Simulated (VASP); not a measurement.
Set up this calculation in VASP 6.6.1, as the native input.

```yaml
Task: relaxation of cell and atoms
Functional: LDA
Potentials_or_basis: VASP PAW LDA potentials, release 64 (Ge_d)
Cutoff: 600 eV
k_mesh: 6 × 6 × 4
Occupations: fermi-dirac, width 0.02 eV
Spin: no spin polarisation
Dipole_correction: no
Further_INCAR_settings: ALGO = Normal; EDIFF = 1e-06; IBRION = 2; EDIFFG = -0.005; NSW = 80; ISIF = 3
```

The structure of Ge lies in POSCAR:

```
Ge
1.0
    4.0584087531      0.0000000000      0.0000000000
   -2.0292043765      3.5146850791      0.0000000000
    0.0000000000      0.0000000000      6.6929896224
Ge
4
Direct
    0.3333333333      0.6666666667      0.0003197446
    0.6666666667      0.3333333333      0.5003197446
    0.3333333333      0.6666666667      0.3746802554
    0.6666666667      0.3333333333      0.8746802554
```

One way to write it, as run:

INCAR

```
SYSTEM = Ge
PREC = Accurate ; ENCUT = 600
EDIFF = 1E-6 ; ISMEAR = -1
SIGMA = 0.02 ; LREAL = .FALSE.
LASPH = .TRUE. ; NELM = 80
ALGO = Normal ; ISIF = 3
LWAVE = .FALSE. ; LCHARG = .FALSE.
GGA = CA ; IBRION = 2
NSW = 80 ; EDIFFG = -0.005
```

KPOINTS

```
regular mesh
0
G
  6 6 4
  0 0 0
```

Potentials or basis: VASP PAW LDA potentials, release 64 (Ge_d).

Run with:

```console
$ cat potpaw_LDA.64/Ge_d/POTCAR > POTCAR
$ mpirun -np 1 vasp_std > vasp.out
```

Results of the run:

```json
{
 "Relaxed volume": "22.21 Å³/atom",
 "Relaxed cell": "a = 3.970 Å, b = 3.970 Å, c = 6.510 Å, α = 90.00°, β = 90.00°, γ = 120.00°",
 "Space group after relaxing (to 0.05 Å)": "P6_3/mmc (No. 194)",
 "Energy gained by relaxing": "23.0 meV/atom",
 "Ionic steps": "21",
 "Pressure after relaxing": "0.0 GPa",
 "Largest force after relaxing": "0.003 eV/Å",
 "Band gap on the k mesh": "zero (band 28 reaches 5.06 eV, above the bottom of band 29 at 4.98 eV)"
}
```

Wall time 15 min on 1 thread of Oxide Virtual Turin-like Processor, with other jobs on the host, peak memory 0.18 GiB.
